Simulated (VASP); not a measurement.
# PbS (CsCl type) (Pm-3m) in VASP: a series of runs, part 2 of 2

VASP 6.6.1. Earlier steps stand in the parts before.

## (3) Single point, PBE

File INCAR:

```
SYSTEM = PbS
PREC = Accurate
ENCUT = 520
EDIFF = 1E-6
ISMEAR = -1
SIGMA = 0.08
LREAL = .FALSE.
LASPH = .TRUE.
NELM = 80
ALGO = Normal
ISIF = 2
LWAVE = .FALSE.
LCHARG = .FALSE.
GGA = PE
NBANDS = 17
```

File KPOINTS:

```
regular mesh
0
G
  13 13 13
  0 0 0
```

File POSCAR:

```
PbS
1.0
    3.3710653474      0.0000000000      0.0000000000
    0.0000000000      3.3710653474      0.0000000000
    0.0000000000      0.0000000000      3.3710653474
Pb S
1 1
Direct
    0.0000000000      0.0000000000      0.0000000000
    0.5000000000      0.5000000000      0.5000000000
```

Potentials or basis: VASP PAW PBE potentials, release 64 (Pb_d, S).

The run is started by

```bash
$ cat potpaw_PBE.64/Pb_d/POTCAR potpaw_PBE.64/S/POTCAR > POTCAR
$ mpirun -np 1 vasp_std > vasp.out
```

OUTCAR:

```text
SYSTEM = PbS
   PREC = Accurate
   ENCUT = 520
   EDIFF = 1E-6
   ISMEAR = -1
   LREAL = .FALSE.
   LASPH = .TRUE.
   NELM = 80
   ISIF = 2
   GGA = PE

 ion  position               nearest neighbor table
   1  0.000  0.000  0.000-   2 2.92   2 2.92   2 2.92   2 2.92   2 2.92   2 2.92   2 2.92   2 2.92

   2  0.500  0.500  0.500-   1 2.92   1 2.92   1 2.92   1 2.92   1 2.92   1 2.92   1 2.92   1 2.92

  LATTYP: Found a simple cubic cell.
 ALAT       =     3.3710653474

  Lattice vectors:

 A1 = (   3.3710653474,   0.0000000000,   0.0000000000)
 A2 = (   0.0000000000,   3.3710653474,   0.0000000000)
 A3 = (   0.0000000000,   0.0000000000,   3.3710653474)

Analysis of symmetry for initial positions (statically):
=====================================================================
 Subroutine PRICEL returns:
 Original cell was already a primitive cell.

 Routine SETGRP: Setting up the symmetry group for a
 simple cubic supercell.

 Subroutine GETGRP returns: Found 48 space group operations
 (whereof 48 operations were pure point group operations)
 out of a pool of 48 trial point group operations.

The static configuration has the point symmetry O_h .

Analysis of symmetry for dynamics (positions and initial velocities):
=====================================================================
 Subroutine PRICEL returns:
 Original cell was already a primitive cell.

 Routine SETGRP: Setting up the symmetry group for a
 simple cubic supercell.

 Subroutine GETGRP returns: Found 48 space group operations
 (whereof 48 operations were pure point group operations)
 out of a pool of 48 trial point group operations.

The dynamic configuration has the point symmetry O_h .

 Subroutine INISYM returns: Found 48 space group operations
 (whereof 48 operations are pure point group operations),
 and found     1 'primitive' translations

[... 109 lines left out ...]
   ISMEAR =    -1;   SIGMA  =   0.08  broadening in eV -4-tet -1-fermi 0-gaus
   EFERMI_NEDOS =   21; number of points for ismear=-14 and -15
   IALGO  =     38    algorithm
   IMIX   =      4    mixing-type and parameters
     AMIX     =   0.40;   BMIX     =  1.00
     AMIX_MAG =   1.60;   BMIX_MAG =  1.00
  volume/ion in A,a.u.               =      19.15       129.26
  Fermi-wavevector in a.u.,A,eV,Ry     =   1.318209  2.491054 23.642509  1.737675
  Thomas-Fermi vector in A             =   2.448195
   LORBIT       =      0    0 simple, 1 ext, 2 COOP (PROOUT), +10 PAW based schemes
   GGA     = PE    functional components
   LHFCALC =     F    Hartree Fock is set to
   AEXX    =    0.0000 exact exchange contribution
   IVDW    =     0    specifies the selected vdW correction
   LEPSILON=     F    determine dielectric tensor
   LRPA    =     F    only Hartree local field effects (RPA)
 non-spin polarized calculation
  energy-cutoff  :      520.00
  volume of cell :       38.31
 maximum number of plane-waves:      1052
 NGX is ok and might be reduce to    28
   NGX = 13   NGY = 13   NGZ = 13

 number of electron      20.0000005 magnetization

 Free energy of the ion-electron system (eV)
  ---------------------------------------------------
  ext. energy  EPLUGINS =         0.00000000
  ---------------------------------------------------
  free energy    TOTEN  =        -7.68130322 eV

  energy without entropy =       -7.66125144  energy(sigma->0) =       -7.67127733

 E-fermi :   9.3538     XC(G=0): -11.3889

 val. band max:        9.3520887898   @ k =   0.3077   0.1538   0.0769
 cond. band min:       9.3548446259   @ k =   0.3846   0.0769   0.0769
 fundamental gap:      0.0027558361
 Fermi energy:         9.3538193702

 k-point     1 :       0.0000    0.0000    0.0000
  band No.  band energies     occupation
      1      -7.8139      2.00000
      2      -7.8139      2.00000
      3      -7.3844      2.00000
      4      -7.3844      2.00000
      5      -7.3844      2.00000
      6      -5.9073      2.00000
[... 457 lines left out ...]
      4      -7.4570      2.00000
      5      -7.3924      2.00000
      6      -3.3323      2.00000
[... 9 lines left out ...]
     16      21.4558      0.00000
     17      22.1081      0.00000

 [... further k-points ...]

------------------------ aborting loop because EDIFF is reached ----------------------------------------

  FORCE on cell =-STRESS in cart. coord.  units (eV):
  Direction    XX          YY          ZZ          XY          YZ          ZX
  --------------------------------------------------------------------------------------
  -------------------------------------------------------------------------------------
  Total        5.2363833      5.2363833      5.2363833      0.0000000      0.0000000     -0.0000000
  in kB      218.9981771    218.9981771    218.9981771      0.0000000      0.0000000     -0.0000000
  external PRESSURE =     218.9981771 kB  Pullay stress =       0.0000000 kB

 VOLUME and BASIS-vectors are now :
 -----------------------------------------------------------------------------
  energy-cutoff  :      520.00
  volume of cell :       38.31
      direct lattice vectors                 reciprocal lattice vectors
     3.371065347  0.000000000  0.000000000     0.296642129  0.000000000  0.000000000
     0.000000000  3.371065347  0.000000000     0.000000000  0.296642129  0.000000000
     0.000000000  0.000000000  3.371065347     0.000000000  0.000000000  0.296642129

 POSITION                                       TOTAL-FORCE (eV/Angst)
 -----------------------------------------------------------------------------------
      0.00000      0.00000      0.00000         0.000000      0.000000      0.000000
      1.68553      1.68553      1.68553         0.000000      0.000000      0.000000
 -----------------------------------------------------------------------------------
    total drift:                               -0.000000      0.000000      0.000000

  FREE ENERGIE OF THE ION-ELECTRON SYSTEM (eV)
  ---------------------------------------------------
  free  energy   TOTEN  =        -7.6813032189 eV

  energy  without entropy=       -7.6612514402  energy(sigma->0) =       -7.67127733
```

OSZICAR:

```text
N       E                     dE             d eps       ncg     rms          rms(c)
DAV:   1     0.159225673942E+03    0.15923E+03   -0.10087E+04  2888   0.137E+03
DAV:   2     0.257642574079E+01   -0.15665E+03   -0.15113E+03  3024   0.334E+02
DAV:   3    -0.789558240252E+01   -0.10472E+02   -0.10256E+02  3764   0.898E+01
DAV:   4    -0.812958693585E+01   -0.23400E+00   -0.23356E+00  3646   0.136E+01
DAV:   5    -0.813712268896E+01   -0.75358E-02   -0.75340E-02  4159   0.241E+00    0.641E+00
DAV:   6    -0.769153272094E+01    0.44559E+00   -0.98582E-01  4695   0.104E+01    0.443E+00
DAV:   7    -0.768337473294E+01    0.81580E-02   -0.12277E-01  3804   0.214E+00    0.228E+00
DAV:   8    -0.768205895403E+01    0.13158E-02   -0.16195E-02  3852   0.142E+00    0.127E-01
DAV:   9    -0.768128058500E+01    0.77837E-03   -0.35519E-03  4485   0.607E-01    0.102E-01
DAV:  10    -0.768130132752E+01   -0.20743E-04   -0.22878E-04  3202   0.108E-01    0.669E-02
DAV:  11    -0.768130324597E+01   -0.19184E-05   -0.22735E-05  3956   0.475E-02    0.105E-02
DAV:  12    -0.768130321886E+01    0.27109E-07   -0.13843E-06  2151   0.223E-02
   1 F= -.76813032E+01 E0= -.76712773E+01  d E =-.200518E-01
```

stdout:

```text
POSCAR found type information on POSCAR PbS
 POSCAR found :  2 types and       2 ions
 scaLAPACK will be used
 LDA part: xc-table for (Slater+PW92), standard interpolation
 POSCAR, INCAR and KPOINTS ok, starting setup
 FFT: planning ... GRIDC
 FFT: planning ... GRID_SOFT
 FFT: planning ... GRID
 WAVECAR not read
 entering main loop
```

It took 50 s on 1 thread of Intel Xeon 8259CL, shared host; peak memory 0.19 GiB.

What came out:

- Free energy: -7.6813 eV
- Pressure: 21.9 GPa
- Band gap on the k mesh: zero (bands 10 and 11 overlap by 1.37 eV)

Caveat: the cell stands under pressure; spin-orbit coupling is left out, which moves the levels of the heavy elements.
